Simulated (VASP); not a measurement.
Wanted: the native input for a VASP 6.6.1 run.

* Task: single point
* Functional: PBE
* Potentials or basis: VASP PAW PBE potentials, release 64 (Zr_sv, B)
* Cutoff: 520 eV
* k mesh: 14 × 14 × 14
* Occupations: fermi-dirac, width 0.15 eV
* Spin: no spin polarisation
* Dipole correction: no
* Further INCAR settings: ALGO = Normal; EDIFF = 1e-07; NBANDS = 14

The structure of ZrB lies in POSCAR:

```
ZrB
1.0
    0.0000000000      2.4532548557      2.4532548557
    2.4532548557      0.0000000000      2.4532548557
    2.4532548557      2.4532548557      0.0000000000
Zr B
1 1
Direct
    0.0000000000      0.0000000000      0.0000000000
    0.5000000000      0.5000000000      0.5000000000
```

The input as run:

INCAR

```
SYSTEM = ZrB
  ALGO = Normal
  EDIFF = 1E-7
  ENCUT = 520
  GGA = PE
  ISIF = 2
  ISMEAR = -1
  LASPH = .TRUE.
  LCHARG = .FALSE.
  LREAL = .FALSE.
  LWAVE = .FALSE.
  NBANDS = 14
  NELM = 60
  PREC = Accurate
  SIGMA = 0.15
```

KPOINTS

```
k-points
0
G
  14 14 14
  0 0 0
```

Potentials or basis: VASP PAW PBE potentials, release 64 (Zr_sv, B).

Launch:

```sh
$ cat potpaw_PBE.64/Zr_sv/POTCAR potpaw_PBE.64/B/POTCAR > POTCAR
$ mpirun -np 1 vasp_std > vasp.out
```

Results of the run:

| Quantity | Value |
| --- | --- |
| Pressure | 0.1 GPa |

Run time: 26 s on 1 thread of Intel Xeon 6975P-C, on a shared host, peak memory 0.19 GiB.
